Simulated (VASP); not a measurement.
Crystal: HfN.

```xyz
2
Lattice="0.0000 2.2590 2.2590 2.2590 0.0000 2.2590 2.2590 2.2590 0.0000" Properties=species:S:1:pos:R:3 pbc="T T T"
Hf    2.2590    2.2590    2.2590
N     0.0000    0.0000    0.0000
```

Base run:

| Property | Result |
| --- | --- |
| Program | VASP 6.6.1 |
| Functional | RPBE |
| Potentials or basis | VASP PAW PBE potentials, release 64 (Hf_pv, N) |
| Cutoff | 520 eV |
| k mesh | 10 × 10 × 10 |
| Occupations | gaussian, width 0.05 eV |
| Spin | no spin polarisation |

Its results: pressure 7.6 GPa.

Q: The run is repeated on the same cell with these changes: functional from RPBE to PBEsol; dispersion from none to D3(BJ). What comes out?

A: Pressure -10.6 GPa.

Several settings changed at once, so the effect can't be laid on one alone.

Caveats: the PAW data sets were made with another functional, which shifts forces and pressure a little; pairwise dispersion overbinds metals, which lowers pressure and volume (some runs).
